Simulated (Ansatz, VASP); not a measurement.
## Two plane-wave programs on TiC

Contents of POSCAR:

```
TiC
1.0
    0.1013834000      2.1640000000      2.1640000000
    2.1640000000      0.1013834000      2.1640000000
    2.2653834000      2.2653834000      0.0000000000
Ti C
1 1
Direct
    0.0000000000      0.0000000000      0.0000000000
    0.5000000000      0.5000000000      0.5000000000
```

File INCAR.step1:

```
SYSTEM = TiC
ALGO     = Normal         ! electronic algorithm
EDIFF    = 1E-4           ! SCF threshold, eV
ENCUT    = 520            ! plane-wave cutoff, eV
GGA      = PE             ! functional
ISMEAR   = 0              ! smearing method
LASPH    = .True.         ! aspherical terms in the spheres
LCHARG   = .False.        ! write CHGCAR
LREAL    = .False.        ! projectors in reciprocal space
LWAVE    = .True.         ! write WAVECAR
NBANDS   = 15             ! bands
NELM     = 100            ! most SCF steps
PREC     = Accurate       ! precision mode
SIGMA    = 0.15           ! smearing width, eV
```

File INCAR.step2:

```
SYSTEM = TiC
ALGO     = Normal         ! electronic algorithm
EDIFF    = 1E-6           ! SCF threshold, eV
ENCUT    = 520            ! plane-wave cutoff, eV
ISIF     = 2              ! what is computed and relaxed
ISMEAR   = 0              ! smearing method
ISTART   = 1            
LASPH    = .True.         ! aspherical terms in the spheres
LCHARG   = .False.        ! write CHGCAR
LMIXTAU  = .True.       
LREAL    = .False.        ! projectors in reciprocal space
LWAVE    = .False.        ! write WAVECAR
METAGGA  = R2SCAN         ! meta-GGA
NBANDS   = 15             ! bands
NELM     = 100            ! most SCF steps
PREC     = Accurate       ! precision mode
SIGMA    = 0.15           ! smearing width, eV
```

File KPOINTS:

```
k-points
0
Gamma
  18 18 18
  0 0 0
```

Input for Ansatz:

```yaml
crystal:
  lattice:
    - [0.1013834, 2.164, 2.164]
    - [2.164, 0.1013834, 2.164]
    - [2.2653834, 2.2653834, 0.0]
  atoms:
    - { symbol: Ti, position: [0.0, 0.0, 0.0] }
    - { symbol: C, position: [0.5, 0.5, 0.5] }
basis:
  ecutwfc: 500
kpoints:
  mp_grid: { grid: [18, 18, 18] }
hamiltonian:
  xc: r2scan
scf:
  occupations: { method: gaussian, width: 0.15 }
output:
  forces: true
  stress: true
  eigenvalues: true
```

Change from the starting cell: strain +0.0937 x Voigt [0, 0, 0, 0, 0, 1], atoms carried along.

Alike in both runs: task single point; functional r2SCAN; k mesh 18 × 18 × 18; occupations gaussian, width 0.15 eV; no spin polarisation.

|  | VASP | Ansatz |
| --- | --- | --- |
| version | VASP 6.6.1 | Ansatz 0.2.0 |
| potentials or method | VASP PAW PBE potentials, release 64 (Ti_sv, C), cutoff 520 eV | scalar-relativistic, plane waves, PAW |
| valence electrons in the cell | 16 | 16 |

|  | VASP | Ansatz | Ansatz less VASP |
| --- | --- | --- | --- |
| gap on the k mesh at the Fermi level (eV) | none | none | - |
| pressure (GPa) | 1.5 | 0.6 | -0.96 |
| traceless stress, the component that is largest in VASP (GPa) | -17.50 | -17.46 | +0.035 |

VASP's potentials were made for PBE, not for r2SCAN. A gap of «none» marks a metal or a gap that the smearing closes.
